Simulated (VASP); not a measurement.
# TiC (I4mm) in VASP: single point with PBE

Aim: the single point of TiC with PBE.

Everything below comes from runs of VASP 6.6.1. Logs are shortened: lines on timing, memory, paths and dates and some standing lists are left out, and cuts for length are marked.

## Step 1: The cell of the first run

It takes space group I4mm (No. 107, tetragonal). Conventional cell: a = 3.064 Å, b = 3.064 Å, c = 4.333 Å, α = 90.00°, β = 90.00°, γ = 90.00°. Ti (site symmetry 4mm) has 6 C at 1.97 to 2.37 Å within 2.6 Å. Within 2.6 Å of C (site symmetry 4mm) lie 6 Ti at 1.97 to 2.37 Å.

## Step 2: Single point, PBE (atom 1 (Ti) moved by (-0.200, +0.000) A along x and z)

File INCAR:

```
  PREC = Accurate
  ENCUT = 600
  EDIFF = 1E-6
  ISMEAR = 0
  SIGMA = 0.15
  LREAL = F
  LASPH = T
  NELM = 120
  ALGO = Normal
  ISIF = 2
  LWAVE = F
  LCHARG = F
  GGA = PE
  NBANDS = 15
  GGA_COMPAT = F
```

File KPOINTS:

```
Automatic mesh
0
Gamma
  24 24 24
```

File POSCAR:

```
TiC
1.0
    0.0000000000      2.1664615256      2.1664615256
    2.1664615256      0.0000000000      2.1664615256
    2.1664615256      2.1664615256      0.0000000000
Ti C
1 1
Direct
    0.0461582164     -0.0461582164     -0.0461582164
    0.5000000000      0.5000000000      0.5000000000
```

Potentials or basis: VASP PAW PBE potentials, release 64 (Ti_sv, C).

On the command line:

```
$ cat potpaw_PBE.64/Ti_sv/POTCAR potpaw_PBE.64/C/POTCAR > POTCAR
$ mpirun -np 1 vasp_std > vasp.out
```

OUTCAR:

```text
PREC = Accurate
   ENCUT = 600
   EDIFF = 1E-6
   ISMEAR = 0
   LREAL = F
   LASPH = T
   NELM = 120
   ISIF = 2
   GGA = PE

 ion  position               nearest neighbor table
   1  0.046  0.954  0.954-   2 1.97   2 2.18   2 2.18   2 2.18   2 2.18   2 2.37
   2  0.500  0.500  0.500-   1 1.97   1 2.18   1 2.18   1 2.18   1 2.18   1 2.37

  LATTYP: Found a face centered cubic cell.
 ALAT       =     4.3329230512

  Lattice vectors:

 A1 = (   0.0000000000,   2.1664615256,   2.1664615256)
 A2 = (   2.1664615256,   0.0000000000,   2.1664615256)
 A3 = (   2.1664615256,   2.1664615256,   0.0000000000)

Analysis of symmetry for initial positions (statically):
=====================================================================
 Subroutine PRICEL returns:
 Original cell was already a primitive cell.

 Routine SETGRP: Setting up the symmetry group for a
 face centered cubic supercell.

 Subroutine GETGRP returns: Found  8 space group operations
 (whereof  8 operations were pure point group operations)
 out of a pool of 48 trial point group operations.

The static configuration has the point symmetry C_4v.

Analysis of symmetry for dynamics (positions and initial velocities):
=====================================================================
 Subroutine PRICEL returns:
 Original cell was already a primitive cell.

 Routine SETGRP: Setting up the symmetry group for a
 face centered cubic supercell.

 Subroutine GETGRP returns: Found  8 space group operations
 (whereof  8 operations were pure point group operations)
 out of a pool of 48 trial point group operations.

The dynamic configuration has the point symmetry C_4v.

 Subroutine INISYM returns: Found  8 space group operations
 (whereof  8 operations are pure point group operations),
 and found     1 'primitive' translations

----------------------------------------------------------------------------------------

                                     Primitive cell

  volume of cell :      20.3368

  direct lattice vectors                    reciprocal lattice vectors
     0.000000000  2.166461526  2.166461526    -0.230791082  0.230791082  0.230791082
     2.166461526  0.000000000  2.166461526     0.230791082 -0.230791082  0.230791082
     2.166461526  2.166461526  0.000000000     0.230791082  0.230791082 -0.230791082

  length of vectors
     3.063839272  3.063839272  3.063839272     0.399741880  0.399741880  0.399741880

  position of ions in fractional coordinates (direct lattice)
     0.046158216  0.953841784  0.953841784
     0.500000000  0.500000000  0.500000000

  ion indices of the primitive-cell ions
   primitive index   ion index
[... 87 lines left out ...]
   EMIN   =  10.00;   EMAX   =-10.00  energy-range for DOS
   EFERMI =   0.00;   METHOD = LEGACY
   ISMEAR =     0;   SIGMA  =   0.15  broadening in eV -4-tet -1-fermi 0-gaus
   EFERMI_NEDOS =   21; number of points for ismear=-14 and -15
   IALGO  =     38    algorithm
   IMIX   =      4    mixing-type and parameters
     AMIX     =   0.40;   BMIX     =  1.00
     AMIX_MAG =   1.60;   BMIX_MAG =  1.00
  volume/ion in A,a.u.               =      10.17        68.62
  Fermi-wavevector in a.u.,A,eV,Ry     =   1.511311  2.855964 31.076536  2.284061
  Thomas-Fermi vector in A             =   2.621385
   LORBIT       =      0    0 simple, 1 ext, 2 COOP (PROOUT), +10 PAW based schemes
   GGA     = PE    functional components
   LHFCALC =     F    Hartree Fock is set to
   AEXX    =    0.0000 exact exchange contribution
   IVDW    =     0    specifies the selected vdW correction
   LEPSILON=     F    determine dielectric tensor
   LRPA    =     F    only Hartree local field effects (RPA)
 non-spin polarized calculation
 Gauss-broadening in eV      SIGMA  =   0.15
  energy-cutoff  :      600.00
  volume of cell :       20.34
 maximum number of plane-waves:       700
   NGX = 13   NGY = 13   NGZ = 13

 number of electron      16.0000000 magnetization

 Free energy of the ion-electron system (eV)
  ---------------------------------------------------
  ext. energy  EPLUGINS =         0.00000000
  ---------------------------------------------------
  free energy    TOTEN  =       -18.52620260 eV

  energy without entropy =      -18.52465191  energy(sigma->0) =      -18.52542725

 E-fermi :   9.4494     XC(G=0): -12.6711

 val. band max:        9.4484103812   @ k =   0.0000   0.3333   0.2500
 cond. band min:       9.4518597134   @ k =   0.0417   0.4583   0.4167
 fundamental gap:      0.0034493321
 Fermi energy:         9.4494199970

 k-point     1 :       0.0000    0.0000    0.0000
  band No.  band energies     occupation
      1     -47.1799      2.00000
      2     -23.2151      2.00000
      3     -23.2151      2.00000
      4     -23.2071      2.00000
      5      -2.9546      2.00000
      6       9.2950      1.85448
      7       9.2950      1.85448
      8       9.5082      0.57929
      9      10.0990      0.00000
     10      11.1199      0.00000
     11      11.9947      0.00000
     12      11.9947      0.00000
     13      13.0041      0.00000
     14      19.6919      0.00000
[... 401 lines left out ...]
      2     -23.4458      2.00000
      3     -23.2427      2.00000
      4     -23.2336      2.00000
      5      -1.7617      2.00000
      6       6.5545      2.00000
      7       7.6766      2.00000
      8       8.1358      2.00000
      9      10.8120      0.00000
     10      11.1486      0.00000
     11      12.1717      0.00000
     12      15.0830      0.00000
     13      15.6447      0.00000
     14      20.5913      0.00000
     15      23.5905      0.00000

 [... further k-points ...]

------------------------ aborting loop because EDIFF is reached ----------------------------------------

  FORCE on cell =-STRESS in cart. coord.  units (eV):
  Direction    XX          YY          ZZ          XY          YZ          ZX
  --------------------------------------------------------------------------------------
  -------------------------------------------------------------------------------------
  Total        1.6972458      0.0940163      0.0940163      0.0000000      0.0000000      0.0000000
  in kB      133.7126204      7.4068029      7.4068029      0.0000000      0.0000000      0.0000000
  external PRESSURE =      49.5087420 kB  Pullay stress =       0.0000000 kB

 VOLUME and BASIS-vectors are now :
 -----------------------------------------------------------------------------
  energy-cutoff  :      600.00
  volume of cell :       20.34
      direct lattice vectors                 reciprocal lattice vectors
     0.000000000  2.166461526  2.166461526    -0.230791082  0.230791082  0.230791082
     2.166461526  0.000000000  2.166461526     0.230791082 -0.230791082  0.230791082
     2.166461526  2.166461526  0.000000000     0.230791082  0.230791082 -0.230791082

 POSITION                                       TOTAL-FORCE (eV/Angst)
 -----------------------------------------------------------------------------------
      4.13292      2.16646      2.16646         1.962504      0.000000      0.000000
      2.16646      2.16646      2.16646        -1.962504      0.000000      0.000000
 -----------------------------------------------------------------------------------
    total drift:                                0.000065      0.000000      0.000000

  FREE ENERGIE OF THE ION-ELECTRON SYSTEM (eV)
  ---------------------------------------------------
  free  energy   TOTEN  =       -18.5262025967 eV

  energy  without entropy=      -18.5246519078  energy(sigma->0) =      -18.52542725
```

stdout:

```text
POSCAR found type information on POSCAR TiC
 POSCAR found :  2 types and       2 ions
 scaLAPACK will be used
 LDA part: xc-table for (Slater+PW92), standard interpolation
 POSCAR, INCAR and KPOINTS ok, starting setup
 FFT: planning ... GRIDC
 FFT: planning ... GRID_SOFT
 FFT: planning ... GRID
 WAVECAR not read
 entering main loop
```

Run time: 9 min. Hardware: 1 thread of Oxide Virtual Turin-like, shared host; peak memory 0.45 GiB.

Results:

| Quantity | Value |
| --- | --- |
| Free energy | -18.5262 eV |
| Pressure | 5.0 GPa |
| Largest force | 1.963 eV/Å |
| Band gap on the k mesh | zero (bands 8 and 9 overlap by 1.03 eV) |

Forces on the atoms (eV/Å):
```
Ti   1.963  0.000  0.000
C   -1.963  0.000  0.000
```

Levels at points of the mesh, in eV from the Fermi level:
```tsv
k point	band 6	band 7	band 8	band 9	band 10	band 11
(0.00, 0.00, 0.00)	-0.15	-0.15	0.06	0.65	1.67	2.55
(0.50, 0.00, 0.00)	-5.85	-2.91	-2.86	2.79	2.89	4.06
(0.50, 0.50, 0.00)	-3.49	-2.40	-0.33	0.80	3.08	3.45
(0.00, 0.50, 0.50)	-3.32	-1.67	-0.09	-0.09	2.67	3.46
```

Caveat: the cell differs from its parent crystal (atom 1 (Ti) moved by (-0.200, +0.000) A along x and z); the stress differs along the axes, from 1 to 13 GPa; forces of over 1 eV/Å act on the atoms, so gaps and moduli don't describe the material at rest.
